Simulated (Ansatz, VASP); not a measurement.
One calculation of RbBr, two programs

File POSCAR:

```
RbBr
1.0
    5.8899870892      0.0000000000      0.0000000000
   -2.9449935446      5.1008784472      0.0000000000
    0.0000000000      0.0000000000      6.8697844858
Rb Br
2 2
Direct
    0.3333333333      0.6666666667      0.2500000000
    0.6666666667      0.3333333333      0.7500000000
    0.6666666667      0.3333333333      0.2500000000
    0.3333333333      0.6666666667      0.7500000000
```

INCAR.step1

```
PREC     = Accurate       # precision mode
ENCUT    = 520            # plane-wave cutoff, eV
ISMEAR   = 0              # smearing method
SIGMA    = 0.01           # smearing width, eV
LREAL    = False          # projectors in reciprocal space
LASPH    = True           # aspherical terms in the spheres
NELM     = 60             # most SCF steps
NBANDS   = 24             # bands
GGA      = PE             # functional
ALGO     = Normal         # electronic algorithm
EDIFF    = 1E-4           # SCF threshold, eV
LWAVE    = True           # write WAVECAR
LCHARG   = False          # write CHGCAR
```

File INCAR.step2:

```
PREC     = Accurate       # precision mode
ENCUT    = 520            # plane-wave cutoff, eV
EDIFF    = 1E-7           # SCF threshold, eV
ISMEAR   = 0              # smearing method
SIGMA    = 0.01           # smearing width, eV
LREAL    = False          # projectors in reciprocal space
LASPH    = True           # aspherical terms in the spheres
NELM     = 60             # most SCF steps
ALGO     = Normal         # electronic algorithm
ISIF     = 2              # what is computed and relaxed
LWAVE    = False          # write WAVECAR
LCHARG   = False          # write CHGCAR
METAGGA  = R2SCAN         # meta-GGA
LMIXTAU  = True         
NBANDS   = 24             # bands
ISTART   = 1
```

File KPOINTS:

```
regular mesh
0
Gamma
  6 6 4
```

Input for Ansatz:

```yaml
crystal:
  lattice:
    - [5.8899870892, 0.0, 0.0]
    - [-2.9449935446, 5.1008784472, 0.0]
    - [0.0, 0.0, 6.8697844858]
  atoms:
    - { symbol: Rb, position: [0.3333333333, 0.6666666667, 0.25] }
    - { symbol: Rb, position: [0.6666666667, 0.3333333333, 0.75] }
    - { symbol: Br, position: [0.6666666667, 0.3333333333, 0.25] }
    - { symbol: Br, position: [0.3333333333, 0.6666666667, 0.75] }
kpoints:
  mp_grid: { grid: [6, 6, 4] }
  band_path:
    path:
      - [0.0, 0.0, 0.0]
      - [0.5, 0.0, 0.0]
      - [0.3333333333, 0.3333333333, 0.0]
      - [0.0, 0.0, 0.5]
      - [0.5, 0.0, 0.5]
      - [0.3333333333, 0.3333333333, 0.5]
    npoints: 1
hamiltonian:
  xc: r2scan
scf:
  occupations: { method: fixed }
  n_extra_bands: 5
output:
  forces: true
  stress: true
  eigenvalues: true
```

Alike in both runs: task single point; functional r2SCAN; k mesh 6 × 6 × 4; no spin polarisation.

|  | VASP | Ansatz |
| --- | --- | --- |
| version | VASP 6.6.1 | Ansatz 0.2.0 |
| potentials or method | VASP PAW PBE potentials, release 64 (Rb_sv, Br) | plane waves, PAW |
| plane-wave cutoff (eV) | 520 | 500 |
| occupations | gaussian, width 0.01 eV | fixed |
| valence electrons in the cell | 32 | 32 |

|  | VASP | Ansatz | Ansatz less VASP |
| --- | --- | --- | --- |
| gap on the k mesh at the Fermi level (eV) | 4.65 | 4.65 | 0.000 |
| pressure (GPa) | 0.0 | 0.0 | -0.01 |

VASP's potentials were made for PBE, not for r2SCAN.
